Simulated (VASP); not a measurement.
Input of a VASP 6.6.1 run:

POSCAR

```
I
1.0
    0.0000000000      2.3967303343      3.9612912976
    2.2210941101      0.0000000000      3.9612912976
    2.2210941101      2.3967303343      0.0000000000
I
1
Direct
    0.0000000000      0.0000000000      0.0000000000
```

File INCAR.step1:

```
SYSTEM = I
PREC     = Accurate       ! precision mode
ENCUT    = 520            ! plane-wave cutoff, eV
ISMEAR   = -1             ! smearing method
SIGMA    = 0.05           ! smearing width, eV
LREAL    = .False.        ! projectors in reciprocal space
LASPH    = .True.         ! aspherical terms in the spheres
NELM     = 60             ! most SCF steps
NBANDS   = 10             ! bands
GGA      = PE             ! functional
ALGO     = Normal         ! electronic algorithm
EDIFF    = 1E-4           ! SCF threshold, eV
LWAVE    = .True.         ! write WAVECAR
LCHARG   = .False.        ! write CHGCAR
```

File INCAR.step2:

```
SYSTEM = I
PREC     = Accurate       ! precision mode
ENCUT    = 520            ! plane-wave cutoff, eV
EDIFF    = 1E-7           ! SCF threshold, eV
ISMEAR   = -1             ! smearing method
SIGMA    = 0.05           ! smearing width, eV
LREAL    = .False.        ! projectors in reciprocal space
LASPH    = .True.         ! aspherical terms in the spheres
NELM     = 60             ! most SCF steps
ALGO     = Normal         ! electronic algorithm
ISIF     = 2              ! what is computed and relaxed
LWAVE    = .False.        ! write WAVECAR
LCHARG   = .True.         ! write CHGCAR
METAGGA  = R2SCAN         ! meta-GGA
LMIXTAU  = .True.       
IVDW     = 12             ! dispersion correction
VDW_S6   = 1.0          
VDW_S8   = 0.78981345   
VDW_A1   = 0.49484001   
VDW_A2   = 5.73083694   
LELF     = .True.         ! ELF
LVHAR    = .True.       
NBANDS   = 10             ! bands
ISTART   = 1
```

Contents of KPOINTS:

```
Automatic mesh
0
Gamma
  9 9 9
  0 0 0
```

Potentials or basis: VASP PAW PBE potentials, release 64 (I).

Launch:

```console
$ cat potpaw_PBE.64/I/POTCAR > POTCAR
$ cp INCAR.step1 INCAR
$ mpirun -np 1 vasp_std > vasp.out
$ cp INCAR.step2 INCAR
$ mpirun -np 1 vasp_std > vasp.out
```

Q: What does it give for the band gap on the k mesh?

A: Zero (an odd number of electrons rules out a gap without spin polarisation).

Q: What does it give for the pressure?

A: -1.6 GPa.

Q: Predict the dispersion energy per atom.

A: -0.145 eV.

Stress tensor (GPa, compression positive):
```
-1.88  0.00  0.00
 0.00 -2.09  0.00
 0.00  0.00 -0.70
```

Caveat: the PAW data sets were made with another functional, which shifts forces and pressure a little; spin-orbit coupling is left out, which moves the levels of the heavy elements; an odd number of electrons without spin polarisation forces a metal; a magnetic or distorted state may lie lower.
